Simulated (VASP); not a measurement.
# Cr (Im-3m) in VASP: a series of runs

Cr is run at these levels: PBE; tasks: single point.

Everything below comes from runs of VASP 6.6.1. Logs are shortened: lines on timing, memory, paths and dates and some standing lists are left out, and cuts for length are marked.

### Step 1. The cell of the first run

Symmetry: Im-3m, No. 229, cubic system. The conventional cell has a = 2.849 Å, b = 2.849 Å, c = 2.849 Å, α = 90.00°, β = 90.00°, γ = 90.00°. Cr (site symmetry m-3m) has 14 Cr at 2.47 to 2.85 Å within 3.3 Å.

### Step 2. Single point, PBE

The input, INCAR:

```
SYSTEM = Cr
PREC = Accurate ; ENCUT = 520
EDIFF = 1E-6 ; ISMEAR = -1
SIGMA = 0.01 ; LREAL = .False.
LASPH = .True. ; NELM = 80
ALGO = Normal ; ISIF = 2
LWAVE = .False. ; LCHARG = .False.
GGA = PE ; NBANDS = 12
```

The input, KPOINTS:

```
regular mesh
0
Gamma
  15 15 15
  0 0 0
```

The input, POSCAR:

```
Cr
1.0
   -1.4243177237      1.4243177237      1.4243177237
    1.4243177237     -1.4243177237      1.4243177237
    1.4243177237      1.4243177237     -1.4243177237
Cr
1
Direct
    0.0000000000      0.0000000000      0.0000000000
```

Potentials or basis: VASP PAW PBE potentials, release 64 (Cr_pv).

Started as:

```sh
cat potpaw_PBE.64/Cr_pv/POTCAR > POTCAR
mpirun -np 1 vasp_std > vasp.out
```

OUTCAR:

```text
SYSTEM = Cr
   PREC = Accurate
   ENCUT = 520
   EDIFF = 1E-6
   ISMEAR = -1
   LREAL = .False.
   LASPH = .True.
   NELM = 80
   ISIF = 2
   GGA = PE

 ion  position               nearest neighbor table
   1  0.000  0.000  0.000-

  LATTYP: Found a body centered cubic cell.
 ALAT       =     2.8486354474

  Lattice vectors:

 A1 = (  -1.4243177237,   1.4243177237,   1.4243177237)
 A2 = (   1.4243177237,  -1.4243177237,   1.4243177237)
 A3 = (   1.4243177237,   1.4243177237,  -1.4243177237)

Analysis of symmetry for initial positions (statically):
=====================================================================
 Subroutine PRICEL returns:
 Original cell was already a primitive cell.

 Routine SETGRP: Setting up the symmetry group for a
 body centered cubic supercell.

 Subroutine GETGRP returns: Found 48 space group operations
 (whereof 48 operations were pure point group operations)
 out of a pool of 48 trial point group operations.

The static configuration has the point symmetry O_h .

Analysis of symmetry for dynamics (positions and initial velocities):
=====================================================================
 Subroutine PRICEL returns:
 Original cell was already a primitive cell.

 Routine SETGRP: Setting up the symmetry group for a
 body centered cubic supercell.

 Subroutine GETGRP returns: Found 48 space group operations
 (whereof 48 operations were pure point group operations)
 out of a pool of 48 trial point group operations.

The dynamic configuration has the point symmetry O_h .

 Subroutine INISYM returns: Found 48 space group operations
 (whereof 48 operations are pure point group operations),
 and found     1 'primitive' translations

----------------------------------------------------------------------------------------

                                     Primitive cell

  volume of cell :      11.5579

  direct lattice vectors                    reciprocal lattice vectors
    -1.424317724  1.424317724  1.424317724     0.000000000  0.351045270  0.351045270
     1.424317724 -1.424317724  1.424317724     0.351045270  0.000000000  0.351045270
     1.424317724  1.424317724 -1.424317724     0.351045270  0.351045270  0.000000000

  length of vectors
     2.466990664  2.466990664  2.466990664     0.496452982  0.496452982  0.496452982

[... 77 lines left out ...]
   NELM   =     80;   NELMIN=  2; NELMDL= -5     # of ELM steps
   EDIFF  = 0.1E-05   stopping-criterion for ELM
   LREAL  =      F    real-space projection
   EDIFFG = 0.1E-04   stopping-criterion for IOM
   NSW    =      0    number of steps for IOM
   IBRION =     -1    ionic relax: 0-MD 1-quasi-New 2-CG
   NFREE  =      0    steps in history (QN), initial steepest desc. (CG)
   ISIF   =      2    stress and relaxation
   ISYM   =      2    0-nonsym 1-usesym 2-fastsym
   POTIM  = 0.5000    time-step for ionic-motion
   TEBEG  =    0.0;   TEEND  =   0.0 temperature during run
   PSTRESS=    0.0 pullay stress
   NELECT =      12.0000    total number of electrons
   NUPDOWN=      -1.0000    fix difference up-down
   EMIN   =  10.00;   EMAX   =-10.00  energy-range for DOS
   EFERMI =   0.00;   METHOD = LEGACY
   ISMEAR =    -1;   SIGMA  =   0.01  broadening in eV -4-tet -1-fermi 0-gaus
   EFERMI_NEDOS =   21; number of points for ismear=-14 and -15
   IALGO  =     38    algorithm
   IMIX   =      4    mixing-type and parameters
     AMIX     =   0.40;   BMIX     =  1.00
     AMIX_MAG =   1.60;   BMIX_MAG =  1.00
  volume/ion in A,a.u.               =      11.56        78.00
  Fermi-wavevector in a.u.,A,eV,Ry     =   1.657709  3.132616 37.388811  2.748000
  Thomas-Fermi vector in A             =   2.745415
   LORBIT       =      0    0 simple, 1 ext, 2 COOP (PROOUT), +10 PAW based schemes
   GGA     = PE    functional components
   LHFCALC =     F    Hartree Fock is set to
   AEXX    =    0.0000 exact exchange contribution
   IVDW    =     0    specifies the selected vdW correction
   LEPSILON=     F    determine dielectric tensor
   LRPA    =     F    only Hartree local field effects (RPA)
 non-spin polarized calculation
  energy-cutoff  :      520.00
  volume of cell :       11.56
 maximum number of plane-waves:       324
   NGX =  9   NGY =  9   NGZ =  9

 number of electron      11.9999993 magnetization

 Free energy of the ion-electron system (eV)
  ---------------------------------------------------
  ext. energy  EPLUGINS =         0.00000000
  ---------------------------------------------------
  free energy    TOTEN  =        -9.50903140 eV

  energy without entropy =       -9.50840691  energy(sigma->0) =       -9.50871915

 E-fermi :  10.9889     XC(G=0): -13.6674

 val. band max:       10.9861288257   @ k =   0.0667   0.0667   0.0667
 cond. band min:      10.9933063248   @ k =  -0.2667   0.3333   0.1333
 fundamental gap:      0.0071774991
 Fermi energy:        10.9889288382

 k-point     1 :       0.0000    0.0000    0.0000
  band No.  band energies     occupation
      1     -31.7400      2.00000
      2     -31.7400      2.00000
      3     -31.7400      2.00000
      4       3.1096      2.00000
      5      10.0706      2.00000
      6      10.0706      2.00000
      7      10.0706      2.00000
      8      12.1243      0.00000
      9      12.1243      0.00000
     10      18.1045      0.00000
     11      33.2594      0.00000
     12      33.2594      0.00000
[... 331 lines left out ...]
 k-point    24 :       0.4000    0.2000    0.0000
  band No.  band energies     occupation
      1     -32.5408      2.00000
      2     -32.1572      2.00000
      3     -31.8310      2.00000
      4       7.4332      2.00000
      5       8.6234      2.00000
      6       9.8499      2.00000
      7      12.0748      0.00000
      8      12.7172      0.00000
      9      16.6785      0.00000
     10      18.0974      0.00000
     11      20.8069      0.00000
     12      24.8675      0.00000

 [... further k-points ...]
[... 5 lines left out ...]
  --------------------------------------------------------------------------------------
  -------------------------------------------------------------------------------------
  Total       -0.0635645     -0.0635645     -0.0635645     -0.0000000      0.0000000      0.0000000
  in kB       -8.8113956     -8.8113956     -8.8113956     -0.0000000      0.0000000      0.0000000
  external PRESSURE =      -8.8113956 kB  Pullay stress =       0.0000000 kB

 VOLUME and BASIS-vectors are now :
 -----------------------------------------------------------------------------
  energy-cutoff  :      520.00
  volume of cell :       11.56
      direct lattice vectors                 reciprocal lattice vectors
    -1.424317724  1.424317724  1.424317724     0.000000000  0.351045270  0.351045270
     1.424317724 -1.424317724  1.424317724     0.351045270  0.000000000  0.351045270
     1.424317724  1.424317724 -1.424317724     0.351045270  0.351045270  0.000000000

 POSITION                                       TOTAL-FORCE (eV/Angst)
 -----------------------------------------------------------------------------------
      0.00000      0.00000      0.00000        -0.000000     -0.000000     -0.000000
 -----------------------------------------------------------------------------------
    total drift:                                0.000000      0.000000      0.000000

  FREE ENERGIE OF THE ION-ELECTRON SYSTEM (eV)
  ---------------------------------------------------
  free  energy   TOTEN  =        -9.5090313975 eV

  energy  without entropy=       -9.5084069107  energy(sigma->0) =       -9.50871915
```

OSZICAR:

```text
N       E                     dE             d eps       ncg     rms          rms(c)
DAV:   1     0.792396174669E+02    0.79240E+02   -0.71520E+03  2928   0.120E+03
DAV:   2    -0.996620322148E+01   -0.89206E+02   -0.85858E+02  2952   0.295E+02
DAV:   3    -0.111824590355E+02   -0.12163E+01   -0.12061E+01  3240   0.412E+01
DAV:   4    -0.111888091353E+02   -0.63501E-02   -0.63499E-02  3020   0.296E+00
DAV:   5    -0.111888834428E+02   -0.74307E-04   -0.74310E-04  3156   0.298E-01    0.129E+01
DAV:   6    -0.953541789223E+01    0.16535E+01   -0.43604E+00  3024   0.354E+01    0.201E+00
DAV:   7    -0.951897884546E+01    0.16439E-01   -0.57910E-02  2936   0.332E+00    0.107E+00
DAV:   8    -0.950982823441E+01    0.91506E-02   -0.34586E-03  3208   0.924E-01    0.242E-01
DAV:   9    -0.950908344574E+01    0.74479E-03   -0.11752E-03  2952   0.565E-01    0.824E-02
DAV:  10    -0.950906614803E+01    0.17298E-04   -0.47948E-04  3036   0.343E-01    0.506E-02
DAV:  11    -0.950903300008E+01    0.33148E-04   -0.10674E-04  2988   0.177E-01    0.473E-03
DAV:  12    -0.950903153341E+01    0.14667E-05   -0.44385E-07  1912   0.919E-03    0.193E-03
DAV:  13    -0.950903139746E+01    0.13595E-06   -0.41411E-08  1460   0.277E-03
   1 F= -.95090314E+01 E0= -.95087192E+01  d E =-.624487E-03
```

Run time: 9.3 s. Hardware: 1 thread of Intel Xeon 6975P-C, shared host; peak memory 0.13 GiB.

Results:

```yaml
Free_energy: -9.5090 eV
Pressure: -0.9 GPa
Band_gap_on_the_k_mesh: zero (band 6 reaches 13.30 eV, above the bottom of band 7 at 10.07 eV)
```

Levels at points of the mesh, in eV from the Fermi level:
| k point | band 4 | band 5 | band 6 | band 7 | band 8 | band 9 |
| --- | --- | --- | --- | --- | --- | --- |
| (0.00, 0.00, 0.00) | -7.88 | -0.92 | -0.92 | -0.92 | 1.14 | 1.14 |

Caveat: the run has no spin polarisation, though such a crystal can be magnetic.

### Step 3. Single point, PBE

The input, INCAR:

```
SYSTEM = Cr
  PREC = Accurate
  ENCUT = 520
  EDIFF = 1E-6
  ISMEAR = -1
  SIGMA = 0.03
  LREAL = .FALSE.
  LASPH = .TRUE.
  NELM = 100
  ALGO = Normal
  ISIF = 2
  LWAVE = .FALSE.
  LCHARG = .FALSE.
  GGA = PE
  NBANDS = 12
```

The input, KPOINTS:

```
regular mesh
0
G
  15 15 15
  0 0 0
```

POSCAR is that of step 2.

Potentials or basis: VASP PAW PBE potentials, release 64 (Cr_pv).

Started as:

```sh
cat potpaw_PBE.64/Cr_pv/POTCAR > POTCAR
mpirun -np 1 vasp_std > vasp.out
```

It took 8.6 s on 1 thread of Intel Xeon 6975P-C, shared host; peak memory 0.13 GiB.

Results (log left out):

| Quantity | Value |
| --- | --- |
| Free energy | -9.5109 eV |
| Pressure | -0.8 GPa |
| Band gap on the k mesh | zero (band 6 reaches 13.29 eV, above the bottom of band 7 at 10.07 eV) |

Levels at points of the mesh, in eV from the Fermi level:
```tsv
k point	band 4	band 5	band 6	band 7	band 8	band 9
(0.00, 0.00, 0.00)	-7.87	-0.91	-0.91	-0.91	1.14	1.14
```

Caveat: the run has no spin polarisation, though such a crystal can be magnetic. Spin polarisation is off, so any magnetic state and its effect on volume and gap are missing.

### Step 4. Single point, PBE

The input, INCAR:

```
PREC     = Accurate       # precision mode
ENCUT    = 520            # plane-wave cutoff, eV
EDIFF    = 1E-6           # SCF threshold, eV
ISMEAR   = -1             # smearing method
SIGMA    = 0.2            # smearing width, eV
LREAL    = False          # projectors in reciprocal space
LASPH    = True           # aspherical terms in the spheres
NELM     = 80             # most SCF steps
ALGO     = Normal         # electronic algorithm
ISIF     = 2              # what is computed and relaxed
LWAVE    = False          # write WAVECAR
LCHARG   = True           # write CHGCAR
GGA      = PE             # functional
LELF     = True           # ELF
LVHAR    = True         
NBANDS   = 12             # bands
```

The input, KPOINTS:

```
regular mesh
0
Gamma
  15 15 15
```

POSCAR is that of step 3.

Started as:

```sh
cat potpaw_PBE.64/Cr_pv/POTCAR > POTCAR
mpirun -np 1 vasp_std > vasp.out
```

Wall time 9.4 s (1 thread of Intel Xeon 6975P-C, shared host); peak memory 0.13 GiB.

Results (log left out):

```yaml
Free_energy: -9.5667 eV
Pressure: 0.2 GPa
Band_gap_on_the_k_mesh: zero (band 6 reaches 13.30 eV, above the bottom of band 7 at 10.07 eV)
```

Levels at points of the mesh, in eV from the Fermi level:
```
           k point  band 3  band 4  band 5  band 6  band 7  band 8  band 9  band 10
(0.00, 0.00, 0.00)  -42.66   -7.82   -0.85   -0.85   -0.85    1.20    1.20     7.18
```

Caveat: the run has no spin polarisation, though such a crystal can be magnetic. Spin polarisation is off, so any magnetic state and its effect on volume and gap are missing.

### Step 5. Overview

```tsv
smearing	gap on the mesh (eV)	pressure (GPa)
fermi-dirac 0.01 eV	none	-0.9
fermi-dirac 0.03 eV	none	-0.8
fermi-dirac 0.2 eV	none	0.2
```

Alike in all rows: task single point; level PBE; potentials or basis VASP PAW PBE potentials, release 64 (Cr_pv); no spin polarisation; cell as given; k mesh 15 × 15 × 15; cutoff (eV) 520.

Every run on the cell as given and a fine mesh finds a metal.

Caveats: the run has no spin polarisation, though such a crystal can be magnetic.

Total energies depend on the potentials used, so only differences within one code and one set of settings carry meaning.
